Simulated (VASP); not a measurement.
GaBiO2:

```
Ga Bi O
1.0
     2.38738   -3.56098    0.00000
     2.38738    3.56098    0.00000
     0.00000    0.00000    4.10908
Ga Bi O
1 1 2
Direct
  0.00000 0.00000 0.00000
  0.50000 0.50000 0.50000
  0.67829 0.32171 0.00000
  0.32171 0.67829 0.00000
```

| Property | Result |
| --- | --- |
| Program | VASP 6.6.1 |
| Task | relaxation of cell and atoms |
| Functional | PBE |
| Potentials or basis | VASP PAW PBE potentials, release 64 (Ga_d, Bi_d, O) |
| Cutoff | 600 eV |
| k mesh | 4 × 4 × 4 |
| Occupations | gaussian, width 0.15 eV |
| Spin | no spin polarisation |

At the start: pressure -5.3 GPa; volume 17.47 Å³/atom.

Question: Where does the relaxation end?

Answer: Over 22 steps the energy falls by 401.5 meV/atom and the volume is 18.08 Å³/atom (+3.5 %); space group Cmmm (No. 65, to 0.05 Å).

Step by step:
```csv
step,energy change (eV),largest force (eV/Å),pressure (GPa),volume (Å³)
1,0.0000,0.9108,-5.29,69.87
2,-0.5282,1.8577,2.98,64.03
3,-0.6021,2.2451,9.22,61.31
4,-0.8529,1.9058,10.44,61.20
5,-0.5312,3.1959,27.27,60.42
6,-0.9595,1.7973,11.78,61.08
7,-1.0310,0.4343,16.65,60.80
8,-1.0458,1.0816,14.55,60.90
9,-1.3656,0.2709,6.90,65.16
10,-1.4481,0.6642,-0.58,72.32
11,-1.4669,0.4518,1.01,70.33
12,-1.4674,0.4124,1.31,69.99
13,-1.5022,0.0311,0.02,70.93
14,-1.5216,0.5404,-1.89,72.64
15,-1.5465,0.5310,-1.07,72.62
16,-1.5606,0.5052,0.22,72.56
17,-1.5710,0.3046,0.27,72.68
18,-1.5793,0.1266,0.45,72.92
19,-1.5867,0.0717,-0.40,73.32
20,-1.5885,0.0283,-1.12,73.66
21,-1.5963,0.0051,-0.85,73.25
22,-1.6060,0.0692,-0.19,72.32
```

Final structure:
```yaml
crystal:
  lattice:
    - [2.95159, -3.27796, 0.00000]
    - [2.95159, 3.27796, 0.00000]
    - [0.00000, 0.00000, 3.73735]
  atoms:
    - { symbol: Ga, position: [0.00000, 0.00000, 0.00000] }
    - { symbol: Bi, position: [0.50000, 0.50000, 0.50000] }
    - { symbol: O, position: [0.72742, 0.27258, 0.00000] }
    - { symbol: O, position: [0.27258, 0.72742, 0.00000] }
```

Caveat: the k points lie up to 0.42 Å⁻¹ apart in the final cell; the relaxation stopped at a loose force limit of 0.08 eV/Å, so its end isn't a converged minimum.
